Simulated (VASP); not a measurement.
# NaZr2PtF11 (P-1) in VASP: single point with PBE

Aim: the single point of NaZr2PtF11 with PBE.

Program: VASP 6.6.1. These are calculated values, not measurements. Logs are shortened: lines on timing, memory, paths and dates and some standing lists are left out, and cuts for length are marked.

## (1) The cell of the first run

The typed cell holds 15 atoms: a = 7.938 Å, b = 5.832 Å, c = 5.831 Å, α = 106.72°, β = 69.41°, γ = 110.59°.

## (2) Single point, PBE

File INCAR:

```
  ALGO = Normal
  EDIFF = 1E-6
  ENCUT = 520
  GGA = PE
  ISIF = 2
  ISMEAR = -1
  LASPH = T
  LCHARG = F
  LREAL = Auto
  LWAVE = F
  NBANDS = 72
  NELM = 60
  PREC = Accurate
  SIGMA = 0.1
```

File KPOINTS:

```
Automatic mesh
0
Gamma
  3 4 4
  0.5 0 0
```

File POSCAR:

```
NaZr2PtF11
1.0
    5.8210410000     -2.0031960000      5.0112940000
   -0.8095840000      5.7751370000      0.0000000000
   -2.2068050000     -2.0031960000      5.0112940000
Na F Zr Pt
1 11 2 1
Direct
    0.0000000000      0.0000000000      0.0000000000
    0.3479000000      0.7396000000      0.2608000000
    0.6521000000      0.2604000000      0.7392000000
    0.5000000000      0.5000000000      0.5000000000
    0.6985000000      0.2033000000      0.2204000000
    0.3015000000      0.7967000000      0.7796000000
    0.9998000000      0.3344000000      0.3351000000
    0.0002000000      0.6656000000      0.6649000000
    0.3011000000      0.2207000000      0.2026000000
    0.6989000000      0.7793000000      0.7974000000
    0.1098000000      0.2662000000      0.7336000000
    0.8902000000      0.7338000000      0.2664000000
    0.2313000000      0.4993000000      0.5007000000
    0.7687000000      0.5007000000      0.4993000000
    0.5000000000      0.0000000000      0.0000000000
```

Potentials or basis: VASP PAW PBE potentials, release 64 (Na_pv, F, Zr_sv, Pt).

Launch:

```bash
$ cat potpaw_PBE.64/Na_pv/POTCAR potpaw_PBE.64/F/POTCAR potpaw_PBE.64/Zr_sv/POTCAR potpaw_PBE.64/Pt/POTCAR > POTCAR
$ mpirun -np 1 vasp_std > vasp.out
```

OUTCAR:

```text
EDIFF = 1E-6
   ENCUT = 520
   GGA = PE
   ISIF = 2
   ISMEAR = -1
   LASPH = T
   LREAL = Auto
   NELM = 60
   PREC = Accurate

 ion  position               nearest neighbor table
   1  0.000  0.000  0.000-  11 2.25  12 2.25   7 2.33   8 2.33
   2  0.348  0.740  0.261-  13 2.02  15 2.20
   3  0.652  0.260  0.739-  14 2.02  15 2.20
   4  0.500  0.500  0.500-  13 2.13  14 2.13
   5  0.699  0.203  0.220-  14 2.07  15 2.18
   6  0.301  0.797  0.780-  13 2.07  15 2.18
   7  1.000  0.334  0.335-  14 2.17  13 2.17   1 2.33
   8  0.000  0.666  0.665-  13 2.17  14 2.17   1 2.33
   9  0.301  0.221  0.203-  13 2.07  15 2.19
  10  0.699  0.779  0.797-  14 2.07  15 2.19
  11  0.110  0.266  0.734-  13 1.96   1 2.25
  12  0.890  0.734  0.266-  14 1.96   1 2.25
  13  0.231  0.499  0.501-  11 1.96   2 2.02   6 2.07   9 2.07   4 2.13   8 2.17   7 2.17  14 3.68

  14  0.769  0.501  0.499-  12 1.96   3 2.02   5 2.07  10 2.07   4 2.13   7 2.17   8 2.17  13 3.68

  15  0.500  0.000  0.000-   5 2.18   6 2.18   9 2.19  10 2.19   2 2.20   3 2.20

  LATTYP: Found a triclinic cell.
 ALAT       =     5.8316064358
 B/A-ratio  =     1.1934667251
 C/A-ratio  =     1.3611871580
 COS(alpha) =     0.0000252253
 COS(beta)  =     0.3517193291
 COS(gamma) =     0.5968785267

  Lattice vectors:

 A1 = (   0.8095840000,  -5.7751370000,   0.0000000000)
 A2 = (   3.0163890000,  -3.7719410000,  -5.0112940000)
 A3 = (   5.8210410000,  -2.0031960000,   5.0112940000)

Analysis of symmetry for initial positions (statically):
=====================================================================
 Subroutine PRICEL returns:
 Original cell was already a primitive cell.

 Routine SETGRP: Setting up the symmetry group for a
 triclinic supercell.

 Subroutine GETGRP returns: Found  2 space group operations
 (whereof  2 operations were pure point group operations)
 out of a pool of  2 trial point group operations.

The static configuration has the point symmetry S_2 .

Analysis of symmetry for dynamics (positions and initial velocities):
=====================================================================
 Subroutine PRICEL returns:
 Original cell was already a primitive cell.

 Routine SETGRP: Setting up the symmetry group for a
 triclinic supercell.

 Subroutine GETGRP returns: Found  2 space group operations
 (whereof  2 operations were pure point group operations)
 out of a pool of  2 trial point group operations.

The dynamic configuration has the point symmetry S_2 .

 Subroutine INISYM returns: Found  2 space group operations
 (whereof  2 operations are pure point group operations),
 and found     1 'primitive' translations

----------------------------------------------------------------------------------------

                                     Primitive cell

  volume of cell :     232.3332

  direct lattice vectors                    reciprocal lattice vectors
     5.821041000 -2.003196000  5.011294000     0.124566415  0.017462266  0.061835153
    -0.809584000  5.775137000  0.000000000     0.000000000  0.173156065  0.069216761
    -2.206805000 -2.003196000  5.011294000    -0.124566415 -0.017462266  0.137714106

  length of vectors
     7.937907791  5.831606436  5.830596031     0.140161723  0.186477835  0.186512459

  position of ions in fractional coordinates (direct lattice)
     0.000000000  0.000000000  0.000000000
     0.347900000  0.739600000  0.260800000
     0.652100000  0.260400000  0.739200000
     0.500000000  0.500000000  0.500000000
     0.698500000  0.203300000  0.220400000
     0.301500000  0.796700000  0.779600000
     0.999800000  0.334400000  0.335100000
     0.000200000  0.665600000  0.664900000
     0.301100000  0.220700000  0.202600000
     0.698900000  0.779300000  0.797400000
     0.109800000  0.266200000  0.733600000
     0.890200000  0.733800000  0.266400000
     0.231300000  0.499300000  0.500700000
     0.768700000  0.500700000  0.499300000
     0.500000000  0.000000000  0.000000000

  ion indices of the primitive-cell ions
   primitive index   ion index
                 1           1
                 2           2
                 3           3
                 4           4
                 5           5
                 6           6
                 7           7
                 8           8
                 9           9
                10          10
                11          11
                12          12
                13          13
                14          14
                15          15

----------------------------------------------------------------------------------------

 KPOINTS: Automatic mesh

Automatic generation of k-mesh.
 Grid dimensions read from file:
 generate k-points for:    3    4    4

 Generating k-lattice:

  Cartesian coordinates                     Fractional coordinates (reciprocal lattice)
     0.041522138  0.005820755  0.020611718     0.333333333  0.000000000  0.000000000
     0.000000000  0.043289016  0.017304190     0.000000000  0.250000000  0.000000000
    -0.031141604 -0.004365566  0.034428526     0.000000000  0.000000000  0.250000000

  Length of vectors
     0.046720574  0.046619459  0.046628115

  Shift w.r.t. Gamma in fractional coordinates (k-lattice)
     0.500000000  0.000000000  0.000000000

 Subroutine IBZKPT returns following result:
 ===========================================

 Found     26 irreducible k-points:

 Following reciprocal coordinates:
            Coordinates               Weight
  0.166667  0.000000  0.000000      2.000000
  0.500000 -0.000000  0.000000      1.000000
  0.166667  0.250000  0.000000      2.000000
  0.500000  0.250000  0.000000      2.000000
 -0.166667  0.250000 -0.000000      2.000000
  0.166667  0.500000  0.000000      2.000000
[... 16 lines left out ...]
  0.500000  0.250000  0.500000      2.000000
 -0.166667  0.250000  0.500000      2.000000
 [... further k-points ...]
   k-points           NKPTS =     26   k-points in BZ     NKDIM =     26   number of bands    NBANDS=     72
   number of dos      NEDOS =    301   number of ions     NIONS =     15
   total plane-waves  NPLWV = 138240
   dimension x,y,z NGX =    60 NGY =   48 NGZ =   48
   dimension x,y,z NGXF=   120 NGYF=   96 NGZF=   96
   ions per type =               1  11   2   1
   NGX,Y,Z   is equivalent  to a cutoff of  12.57, 13.68, 13.69 a.u.
   NGXF,Y,Z  is equivalent  to a cutoff of  25.13, 27.37, 27.37 a.u.
 SYSTEM =  unknown system
   PREC   = accura    normal or accurate (medium, high low for compatibility)
   ISTART =      0    job   : 0-new  1-cont  2-samecut
   ICHARG =      2    charge: 1-file 2-atom 10-const
   ISPIN  =      1    spin polarized calculation?
   LNONCOLLINEAR =      F non collinear calculations
   LSORBIT =      F    spin-orbit coupling
   LASPH  =      T    aspherical Exc in radial PAW
   ENCUT  =  520.0 eV  38.22 Ry    6.18 a.u.  14.76 10.84 10.84*2*pi/ulx,y,z
   NELM   =     60;   NELMIN=  2; NELMDL= -5     # of ELM steps
   EDIFF  = 0.1E-05   stopping-criterion for ELM
   LREAL  =      T    real-space projection
   EDIFFG = 0.1E-04   stopping-criterion for IOM
   NSW    =      0    number of steps for IOM
   IBRION =     -1    ionic relax: 0-MD 1-quasi-New 2-CG
   NFREE  =      0    steps in history (QN), initial steepest desc. (CG)
   ISIF   =      2    stress and relaxation
   ISYM   =      2    0-nonsym 1-usesym 2-fastsym
   POTIM  = 0.5000    time-step for ionic-motion
   TEBEG  =    0.0;   TEEND  =   0.0 temperature during run
   PSTRESS=    0.0 pullay stress
   NELECT =     118.0000    total number of electrons
   NUPDOWN=      -1.0000    fix difference up-down
   EMIN   =  10.00;   EMAX   =-10.00  energy-range for DOS
   EFERMI =   0.00;   METHOD = LEGACY
   ISMEAR =    -1;   SIGMA  =   0.10  broadening in eV -4-tet -1-fermi 0-gaus
   EFERMI_NEDOS =   21; number of points for ismear=-14 and -15
   IALGO  =     38    algorithm
   IMIX   =      4    mixing-type and parameters
     AMIX     =   0.40;   BMIX     =  1.00
     AMIX_MAG =   1.60;   BMIX_MAG =  1.00
  volume/ion in A,a.u.               =      15.49       104.52
  Fermi-wavevector in a.u.,A,eV,Ry     =   1.306166  2.468296 23.212492  1.706070
  Thomas-Fermi vector in A             =   2.436986
   LORBIT       =      0    0 simple, 1 ext, 2 COOP (PROOUT), +10 PAW based schemes
   GGA     = PE    functional components
[... 5 lines left out ...]
 non-spin polarized calculation
  energy-cutoff  :      520.00
  volume of cell :      232.33
 maximum number of plane-waves:      6279
 NGX is ok and might be reduce to    60
   NGX = 29   NGY = 21   NGZ = 21

 number of electron     118.0000003 magnetization

 Free energy of the ion-electron system (eV)
  ---------------------------------------------------
  ext. energy  EPLUGINS =         0.00000000
  ---------------------------------------------------
  free energy    TOTEN  =       -88.97326272 eV

  energy without entropy =      -88.73292417  energy(sigma->0) =      -88.85309344

 E-fermi :   2.0828     XC(G=0):  -8.7291

 val. band max:        2.0823430663   @ k =  -0.1667   0.5000   0.2500
 cond. band min:       2.0963481975   @ k =   0.5000   0.2500   0.0000
 fundamental gap:      0.0140051312
 Fermi energy:         2.0828053903

 k-point     1 :       0.1667    0.0000    0.0000
  band No.  band energies     occupation
      1     -48.3397      2.00000
      2     -48.3312      2.00000
      3     -26.9600      2.00000
      4     -26.9526      2.00000
      5     -26.9431      2.00000
      6     -26.7916      2.00000
[... 63 lines left out ...]
     70       7.8768      0.00000
     71       8.6215      0.00000

 k-point     2 :       0.5000   -0.0000    0.0000
  band No.  band energies     occupation
      1     -48.3384      2.00000
      2     -48.3325      2.00000
      3     -26.9596      2.00000
      4     -26.9526      2.00000
      5     -26.7899      2.00000
      6     -26.7765      2.00000
[... 63 lines left out ...]
     70       7.0691      0.00000
     71       8.5711      0.00000

 k-point     3 :       0.1667    0.2500    0.0000
  band No.  band energies     occupation
      1     -48.3397      2.00000
      2     -48.3312      2.00000
      3     -26.9612      2.00000
      4     -26.9525      2.00000
      5     -26.9427      2.00000
      6     -26.7930      2.00000
[... 1543 lines left out ...]
     70       7.5602      0.00000
     71       8.3786      0.00000

 k-point    24 :      -0.1667    0.2500    0.5000
  band No.  band energies     occupation
      1     -48.3397      2.00000
      2     -48.3312      2.00000
      3     -26.9620      2.00000
      4     -26.9534      2.00000
      5     -26.9420      2.00000
      6     -26.7934      2.00000
[... 63 lines left out ...]
     70       7.7803      0.00000
     71       8.1837      0.00000

 [... further k-points ...]

 [bands above 71 left out]

------------------------ aborting loop because EDIFF is reached ----------------------------------------

  FORCE on cell =-STRESS in cart. coord.  units (eV):
  Direction    XX          YY          ZZ          XY          YZ          ZX
  --------------------------------------------------------------------------------------
  -------------------------------------------------------------------------------------
  Total        2.1265870      2.9712335      1.7760715      0.8301699     -0.1849036     -0.6175768
  in kB       14.6650159     20.4897266     12.2478490      5.7248796     -1.2751015     -4.2588301
  external PRESSURE =      15.8008638 kB  Pullay stress =       0.0000000 kB

 VOLUME and BASIS-vectors are now :
 -----------------------------------------------------------------------------
  energy-cutoff  :      520.00
  volume of cell :      232.33
      direct lattice vectors                 reciprocal lattice vectors
     5.821041000 -2.003196000  5.011294000     0.124566415  0.017462266  0.061835153
    -0.809584000  5.775137000  0.000000000     0.000000000  0.173156065  0.069216761
    -2.206805000 -2.003196000  5.011294000    -0.124566415 -0.017462266  0.137714106

 POSITION                                       TOTAL-FORCE (eV/Angst)
 -----------------------------------------------------------------------------------
      0.00000      0.00000      0.00000         0.000000     -0.000000      0.000000
      0.85084      3.05195      3.05037        -0.127434     -0.149043      0.035695
      1.95381     -1.28320      6.97221         0.127434      0.149043     -0.035695
      1.40233      0.88437      5.01129         0.000000      0.000000      0.000000
      3.41503     -0.66665      4.60488         0.143458     -0.006643      0.217835
     -0.61038      2.43540      5.41771        -0.143458      0.006643     -0.217835
      4.80965     -0.74286      6.68958         0.103217     -0.134228     -0.190122
     -2.00500      2.51161      3.33301        -0.103217      0.134228      0.190122
      1.12694      0.26556      2.52419        -0.222735      0.115329     -0.071528
      1.67771      1.50318      7.49840         0.222735     -0.115329      0.071528
     -1.19527     -0.15215      4.22653        -0.115613     -0.169016      0.061199
      3.99993      1.92090      5.79606         0.115613      0.169016     -0.061199
     -0.16277      1.41719      3.66827         0.135182      0.041778      0.032783
      2.96742      0.35156      6.35432        -0.135182     -0.041778     -0.032783
      2.91052     -1.00160      2.50565         0.000000      0.000000      0.000000
 -----------------------------------------------------------------------------------
    total drift:                                0.000000      0.000000     -0.000000

  FREE ENERGIE OF THE ION-ELECTRON SYSTEM (eV)
  ---------------------------------------------------
  free  energy   TOTEN  =       -88.9732627221 eV

  energy  without entropy=      -88.7329241671  energy(sigma->0) =      -88.85309344
```

Run time: 8.1 min. Hardware: 1 thread of Intel Xeon 6975P-C (Granite Rapids), shared host; peak memory 0.53 GiB.

Results:

- Free energy: -88.9733 eV
- Pressure: 1.6 GPa
- Largest force: 0.261 eV/Å
- Band gap on the k mesh: 0.01 eV (least direct gap 0.03 eV)

Forces on the atoms (eV/Å):
```
Na   0.000  0.000  0.000
F   -0.127 -0.149  0.036
F    0.127  0.149 -0.036
F    0.000  0.000  0.000
F    0.143 -0.007  0.218
F   -0.143  0.007 -0.218
F    0.103 -0.134 -0.190
F   -0.103  0.134  0.190
F   -0.223  0.115 -0.072
F    0.223 -0.115  0.072
F   -0.116 -0.169  0.061
F    0.116  0.169 -0.061
Zr   0.135  0.042  0.033
Zr  -0.135 -0.042 -0.033
Pt   0.000  0.000  0.000
```

Stress tensor (GPa, compression positive):
```
 1.47  0.57 -0.43
 0.57  2.05 -0.13
-0.43 -0.13  1.22
```

Levels at points of the mesh, in eV from the valence-band top:
| k point | band 57 | band 58 | band 59 | band 60 | band 61 | band 62 |
| --- | --- | --- | --- | --- | --- | --- |
| (0.50, 0.00, 0.00) | -1.59 | -1.56 | -0.10 | 0.20 | 2.60 | 2.66 |
| (0.50, 0.50, 0.00) | -1.56 | -1.47 | -0.18 | 0.06 | 2.58 | 2.71 |
| (0.50, 0.00, 0.50) | -1.56 | -1.47 | -0.18 | 0.06 | 2.58 | 2.71 |
| (0.50, 0.50, 0.50) | -1.49 | -1.44 | -0.06 | 0.20 | 2.61 | 2.74 |

Caveat: spin-orbit coupling is left out, which moves the levels of the heavy elements; a shifted mesh leaves out Γ, where band edges can lie.
